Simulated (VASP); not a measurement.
Set up this calculation in VASP 6.6.1, as the native input.

```yaml
Task: single point
Functional: PBE
Potentials_or_basis: VASP PAW PBE potentials, release 64 (Ga_d, N)
Cutoff: 520 eV
k_mesh: 12 × 12 × 6
Occupations: gaussian, width 0.05 eV
Spin: no spin polarisation
Dipole_correction: no
Further_INCAR_settings: ALGO = Normal; EDIFF = 1e-06; NBANDS = 26
```

The structure of GaN lies in POSCAR:

```
GaN
1.0
    3.2184289164      0.0000000000      0.0000000000
   -1.6092144582      2.7872412019      0.0000000000
    0.0000000000      0.0000000000      5.2430304702
Ga N
2 2
Direct
    0.3333333333      0.6666666667      0.9991316875
    0.6666666667      0.3333333333      0.4991316875
    0.2655599663      0.6327799831      0.3883992734
    0.6666666667      0.3333333333      0.8758683125
```

This cell differs from its parent crystal: atom 3 (N) moved +0.200 Å towards its neighbour atom 2 (Ga) at 1.967 Å.

These files were run (other wordings do the same):

INCAR

```
  ALGO = Normal
  EDIFF = 1E-6
  ENCUT = 520
  GGA = PE
  ISIF = 2
  ISMEAR = 0
  LASPH = T
  LCHARG = T
  LELF = T
  LREAL = F
  LVHAR = T
  LWAVE = F
  NBANDS = 26
  NELM = 100
  PREC = Accurate
  SIGMA = 0.05
```

KPOINTS

```
k-points
0
Gamma
  12 12 6
```

Potentials or basis: VASP PAW PBE potentials, release 64 (Ga_d, N).

Run with:

```bash
$ cat potpaw_PBE.64/Ga_d/POTCAR potpaw_PBE.64/N/POTCAR > POTCAR
$ mpirun -np 1 vasp_std > vasp.out
```

Results of the run:

* Pressure: 2.8 GPa
* Largest force: 4.021 eV/Å
* Band gap on the k mesh: 1.62 eV

Caveat: the cell differs from its parent crystal (atom 3 (N) moved +0.200 Å towards its neighbour atom 2 (Ga) at 1.967 Å); forces of over 1 eV/Å act on the atoms, so gaps and moduli don't describe the material at rest.

It took 100 s on 1 thread of Intel(R) Xeon(R) 6975P-C (Granite Rapids) (shared host), peak memory 0.34 GiB.
